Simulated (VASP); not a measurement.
Write the native input for VASP 6.6.1 that does the following.

- Task: single point
- Functional: PBE
- Potentials or basis: VASP PAW PBE potentials, release 64 (Cu)
- Cutoff: 520 eV
- k mesh: 24 × 24 × 24
- Occupations: gaussian, width 0.15 eV
- Spin: no spin polarisation
- Dipole correction: no
- Further INCAR settings: ALGO = Fast; EDIFF = 1e-07; NBANDS = 12

The structure of Cu lies in POSCAR:

```
Cu
1.0
    0.0000000000      1.6103804991      2.2770780257
    1.6103804991      0.0000000000      2.2770780257
    1.6103804991      1.6103804991      0.0000000000
Cu
1
Direct
    0.0000000000      0.0000000000      0.0000000000
```

This cell differs from its parent crystal: ratio of the length along z to the lengths across it x 1.414, volume and fractional coordinates fixed.

These files were run (other wordings do the same):

INCAR

```
SYSTEM = Cu
PREC = Accurate
ENCUT = 520
EDIFF = 1E-7
ISMEAR = 0
SIGMA = 0.15
LREAL = .False.
LASPH = .True.
NELM = 100
ALGO = Fast
ISIF = 2
LWAVE = .False.
LCHARG = .True.
GGA = PE
LELF = .True.
LVHAR = .True.
NBANDS = 12
```

KPOINTS

```
Automatic mesh
0
Gamma
  24 24 24
  0 0 0
```

Potentials or basis: VASP PAW PBE potentials, release 64 (Cu).

Launch:

```sh
$ cat potpaw_PBE.64/Cu/POTCAR > POTCAR
$ mpirun -np 1 vasp_std > vasp.out
```

Results of the run:

| Property | Result |
| --- | --- |
| Pressure | 13.3 GPa |

It took 2.4 min on 1 thread of Intel(R) Xeon(R) 6975P-C (Granite Rapids), on a shared host, peak memory 0.26 GiB.
